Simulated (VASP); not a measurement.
# NbAs (I4_1md) in VASP: further runs, part 2 of 3

VASP 6.6.1. The steps go on from the part before.

### Step 4. Single point, PBE

INCAR reads:

```
SYSTEM = NbAs
PREC = Accurate
ENCUT = 500
EDIFF = 1E-6
ISMEAR = 0
SIGMA = 0.1
LREAL = .False.
LASPH = .True.
NELM = 120
ALGO = Normal
ISIF = 2
LWAVE = .False.
LCHARG = .False.
GGA = PE
NBANDS = 26
GGA_COMPAT = .False.
```

KPOINTS reads:

```
Automatic mesh
0
Gamma
  4 4 5
  0 0 0
```

POSCAR reads:

```
NbAs
1.0
   -1.7258500000      1.7258500000      5.8400000000
    1.7258500000     -1.7258500000      5.8400000000
    1.7258500000      1.7258500000     -5.8400000000
Nb As
2 2
Direct
    0.7500000000      0.7500000000      0.0000000000
    0.5000000000      0.0000000000      0.5000000000
    0.1660000000      0.1660000000      0.0000000000
    0.9160000000      0.4160000000      0.5000000000
```

Potentials or basis: VASP PAW PBE potentials, release 64 (Nb_sv, As).

Started as:

```console
> cat potpaw_PBE.64/Nb_sv/POTCAR potpaw_PBE.64/As/POTCAR > POTCAR
> mpirun -np 1 vasp_std > vasp.out
```

OUTCAR:

```text
SYSTEM = NbAs
   PREC = Accurate
   ENCUT = 500
   EDIFF = 1E-6
   ISMEAR = 0
   LREAL = .False.
   LASPH = .True.
   NELM = 120
   ISIF = 2
   GGA = PE

 ion  position               nearest neighbor table
   1  0.750  0.750  0.000-   4 2.60   4 2.60   3 2.63   3 2.63   3 2.63   3 2.63
   2  0.500  0.000  0.500-   3 2.60   3 2.60   4 2.63   4 2.63   4 2.63   4 2.63
   3  0.166  0.166  0.000-   2 2.60   2 2.60   1 2.63   1 2.63   1 2.63   1 2.63
   4  0.916  0.416  0.500-   1 2.60   1 2.60   2 2.63   2 2.63   2 2.63   2 2.63

  LATTYP: Found a body centered tetragonal cell.
 ALAT       =     3.4517000000
 C/A-ratio  =     3.3838398470

  Lattice vectors:

 A1 = (  -1.7258500000,   1.7258500000,   5.8400000000)
 A2 = (   1.7258500000,  -1.7258500000,   5.8400000000)
 A3 = (   1.7258500000,   1.7258500000,  -5.8400000000)

Analysis of symmetry for initial positions (statically):
=====================================================================
 Subroutine PRICEL returns:
 Original cell was already a primitive cell.

 Routine SETGRP: Setting up the symmetry group for a
 body centered tetragonal supercell.

 Subroutine GETGRP returns: Found  8 space group operations
 (whereof  4 operations were pure point group operations)
 out of a pool of 16 trial point group operations.

The static configuration has the point symmetry C_2v.
 The point group associated with its full space group is C_4v.

Analysis of symmetry for dynamics (positions and initial velocities):
=====================================================================
 Subroutine PRICEL returns:
 Original cell was already a primitive cell.

 Routine SETGRP: Setting up the symmetry group for a
 body centered tetragonal supercell.

 Subroutine GETGRP returns: Found  8 space group operations
 (whereof  4 operations were pure point group operations)
 out of a pool of 16 trial point group operations.

The dynamic configuration has the point symmetry C_2v.
 The point group associated with its full space group is C_4v.

 Subroutine INISYM returns: Found  8 space group operations
 (whereof  4 operations are pure point group operations),
 and found     1 'primitive' translations

----------------------------------------------------------------------------------------

                                     Primitive cell

  volume of cell :      69.5791

  direct lattice vectors                    reciprocal lattice vectors
    -1.725850000  1.725850000  5.840000000     0.000000000  0.289712316  0.085616438
     1.725850000 -1.725850000  5.840000000     0.289712316  0.000000000  0.085616438
     1.725850000  1.725850000 -5.840000000     0.289712316  0.289712316  0.000000000

  length of vectors
     6.329511549  6.329511549  6.329511549     0.302098329  0.302098329  0.409715086

  position of ions in fractional coordinates (direct lattice)
     0.750000000  0.750000000  0.000000000
     0.500000000  0.000000000  0.500000000
     0.166000000  0.166000000  0.000000000
     0.916000000  0.416000000  0.500000000

  ion indices of the primitive-cell ions
   primitive index   ion index
                 1           1
                 2           2
                 3           3
[... 47 lines left out ...]

 Found     27 irreducible k-points:

 Following reciprocal coordinates:
            Coordinates               Weight
  0.000000  0.000000  0.000000      1.000000
  0.250000 -0.000000  0.000000      4.000000
  0.500000 -0.000000  0.000000      2.000000
  0.250000  0.250000  0.000000      2.000000
  0.500000  0.250000  0.000000      4.000000
 -0.250000  0.250000  0.000000      2.000000
[... 16 lines left out ...]
  0.500000  0.250000  0.400000      4.000000
 -0.250000  0.250000  0.400000      4.000000
 [... further k-points ...]
   k-points           NKPTS =     27   k-points in BZ     NKDIM =     27   number of bands    NBANDS=     26
   number of dos      NEDOS =    301   number of ions     NIONS =      4
   total plane-waves  NPLWV = 110592
   dimension x,y,z NGX =    48 NGY =   48 NGZ =   48
   dimension x,y,z NGXF=    96 NGYF=   96 NGZF=   96
   ions per type =               2   2
   NGX,Y,Z   is equivalent  to a cutoff of  12.61, 12.61, 12.61 a.u.
   NGXF,Y,Z  is equivalent  to a cutoff of  25.21, 25.21, 25.21 a.u.
 SYSTEM =  NbAs
   PREC   = accura    normal or accurate (medium, high low for compatibility)
   ISTART =      0    job   : 0-new  1-cont  2-samecut
   ICHARG =      2    charge: 1-file 2-atom 10-const
   ISPIN  =      1    spin polarized calculation?
   LNONCOLLINEAR =      F non collinear calculations
   LSORBIT =      F    spin-orbit coupling
   LASPH  =      T    aspherical Exc in radial PAW
   ENCUT  =  500.0 eV  36.75 Ry    6.06 a.u.  11.54 11.54 11.54*2*pi/ulx,y,z
   NELM   =    120;   NELMIN=  2; NELMDL= -5     # of ELM steps
   EDIFF  = 0.1E-05   stopping-criterion for ELM
   LREAL  =      F    real-space projection
   EDIFFG = 0.1E-04   stopping-criterion for IOM
   NSW    =      0    number of steps for IOM
   IBRION =     -1    ionic relax: 0-MD 1-quasi-New 2-CG
   NFREE  =      0    steps in history (QN), initial steepest desc. (CG)
   ISIF   =      2    stress and relaxation
   ISYM   =      2    0-nonsym 1-usesym 2-fastsym
   POTIM  = 0.5000    time-step for ionic-motion
   TEBEG  =    0.0;   TEEND  =   0.0 temperature during run
   PSTRESS=    0.0 pullay stress
   NELECT =      36.0000    total number of electrons
   NUPDOWN=      -1.0000    fix difference up-down
   EMIN   =  10.00;   EMAX   =-10.00  energy-range for DOS
   EFERMI =   0.00;   METHOD = LEGACY
   ISMEAR =     0;   SIGMA  =   0.10  broadening in eV -4-tet -1-fermi 0-gaus
   EFERMI_NEDOS =   21; number of points for ismear=-14 and -15
   IALGO  =     38    algorithm
   IMIX   =      4    mixing-type and parameters
     AMIX     =   0.40;   BMIX     =  1.00
     AMIX_MAG =   1.60;   BMIX_MAG =  1.00
  volume/ion in A,a.u.               =      17.39       117.39
  Fermi-wavevector in a.u.,A,eV,Ry     =   1.314264  2.483599 23.501213  1.727290
  Thomas-Fermi vector in A             =   2.444529
   LORBIT       =      0    0 simple, 1 ext, 2 COOP (PROOUT), +10 PAW based schemes
   GGA     = PE    functional components
   LHFCALC =     F    Hartree Fock is set to
   AEXX    =    0.0000 exact exchange contribution
   IVDW    =     0    specifies the selected vdW correction
   LEPSILON=     F    determine dielectric tensor
   LRPA    =     F    only Hartree local field effects (RPA)
 non-spin polarized calculation
 Gauss-broadening in eV      SIGMA  =   0.10
  energy-cutoff  :      500.00
  volume of cell :       69.58
 maximum number of plane-waves:      1785
 NGX is ok and might be reduce to    48
   NGX = 23   NGY = 23   NGZ = 23

 number of electron      35.9999999 magnetization

 Free energy of the ion-electron system (eV)
  ---------------------------------------------------
  ext. energy  EPLUGINS =         0.00000000
  ---------------------------------------------------
  free energy    TOTEN  =       -32.53447749 eV

  energy without entropy =      -32.53216319  energy(sigma->0) =      -32.53332034

 E-fermi :   9.6379     XC(G=0): -11.8492

 val. band max:        9.5858040079   @ k =   0.5000  -0.0000   0.0000
 cond. band min:       9.6955664702   @ k =   0.5000  -0.0000   0.0000
 fundamental gap:      0.1097624623
 Fermi energy:         9.6378621215

 k-point     1 :       0.0000    0.0000    0.0000
  band No.  band energies     occupation
      1     -45.4811      2.00000
      2     -45.4526      2.00000
      3     -21.7013      2.00000
      4     -21.5917      2.00000
      5     -21.5917      2.00000
      6     -21.4328      2.00000
[... 685 lines left out ...]
     25      14.2692      0.00000
     26      14.4560      0.00000

 [... further k-points ...]

------------------------ aborting loop because EDIFF is reached ----------------------------------------

  FORCE on cell =-STRESS in cart. coord.  units (eV):
  Direction    XX          YY          ZZ          XY          YZ          ZX
  --------------------------------------------------------------------------------------
  -------------------------------------------------------------------------------------
  Total        1.2549931      1.2549931      1.6103216      0.0000000      0.0000000      0.0000000
  in kB       28.8983452     28.8983452     37.0803883      0.0000000      0.0000000      0.0000000
  external PRESSURE =      31.6256929 kB  Pullay stress =       0.0000000 kB

 VOLUME and BASIS-vectors are now :
 -----------------------------------------------------------------------------
  energy-cutoff  :      500.00
  volume of cell :       69.58
      direct lattice vectors                 reciprocal lattice vectors
    -1.725850000  1.725850000  5.840000000     0.000000000  0.289712316  0.085616438
     1.725850000 -1.725850000  5.840000000     0.289712316  0.000000000  0.085616438
     1.725850000  1.725850000 -5.840000000     0.289712316  0.289712316  0.000000000

 POSITION                                       TOTAL-FORCE (eV/Angst)
 -----------------------------------------------------------------------------------
      0.00000      0.00000      8.76000         0.000000     -0.000000     -0.305382
      0.00000      1.72585      0.00000        -0.000000      0.000000     -0.305382
      0.00000      0.00000      1.93888        -0.000000      0.000000      0.305382
      0.00000      1.72585      4.85888         0.000000     -0.000000      0.305382
 -----------------------------------------------------------------------------------
    total drift:                               -0.000000     -0.000000      0.000007

  FREE ENERGIE OF THE ION-ELECTRON SYSTEM (eV)
  ---------------------------------------------------
  free  energy   TOTEN  =       -32.5344774919 eV

  energy  without entropy=      -32.5321631902  energy(sigma->0) =      -32.53332034
```

stdout:

```text
POSCAR found type information on POSCAR NbAs
 POSCAR found :  2 types and       4 ions
 scaLAPACK will be used
 LDA part: xc-table for (Slater+PW92), standard interpolation
 -----------------------------------------------------------------------------
|                                                                             |
|           W    W    AA    RRRRR   N    N  II  N    N   GGGG   !!!           |
|           W    W   A  A   R    R  NN   N  II  NN   N  G    G  !!!           |
|           W    W  A    A  R    R  N N  N  II  N N  N  G       !!!           |
|           W WW W  AAAAAA  RRRRR   N  N N  II  N  N N  G  GGG   !            |
|           WW  WW  A    A  R   R   N   NN  II  N   NN  G    G                |
|           W    W  A    A  R    R  N    N  II  N    N   GGGG   !!!           |
|                                                                             |
|     Your reciprocal lattice and k-lattice belong to different lattice       |
|     classes:                                                                |
|                                                                             |
|        The reciprocal lattice is body-centered tetragonal,                  |
|        whereas your k-lattice is base-centered monoclinic.                  |
|                                                                             |
|     Results are often still useful ...                                      |
|                                                                             |
 -----------------------------------------------------------------------------

 POSCAR, INCAR and KPOINTS ok, starting setup
 FFT: planning ... GRIDC
 FFT: planning ... GRID_SOFT
 FFT: planning ... GRID
 WAVECAR not read
 entering main loop
```

It took 96 s on 1 thread of Intel Xeon Platinum 8259CL at 2.50GHz (Skylake/Cascade Lake), shared host; peak memory 0.33 GiB.

What came out:

* Free energy: -32.5345 eV
* Pressure: 3.2 GPa
* Largest force: 0.305 eV/Å

Forces on the atoms (eV/Å):
```
Nb   0.000  0.000 -0.305
Nb   0.000  0.000 -0.305
As   0.000  0.000  0.305
As   0.000  0.000  0.305
```

Stress tensor (GPa, compression positive):
```
2.89 0.00 0.00
0.00 2.89 0.00
0.00 0.00 3.71
```

Levels at points of the mesh, in eV from the Fermi level:
```csv
k point,band 14,band 15,band 16,band 17,band 18,band 19,band 20,band 21,band 22,band 23
"(0.00, 0.00, 0.00)",-2.25,-2.03,-1.67,-1.38,-1.38,0.73,1.30,2.42,3.02,3.02
"(0.50, 0.00, 0.00)",-3.15,-2.19,-1.88,-1.40,-0.05,0.06,1.17,2.14,2.29,2.80
"(0.50, 0.50, 0.00)",-4.66,-2.80,-2.80,-0.59,-0.59,2.42,2.42,2.70,2.70,3.56
```

Caveat: the k points lie up to 0.51 Å⁻¹ apart.

[end of part 2 of 3]
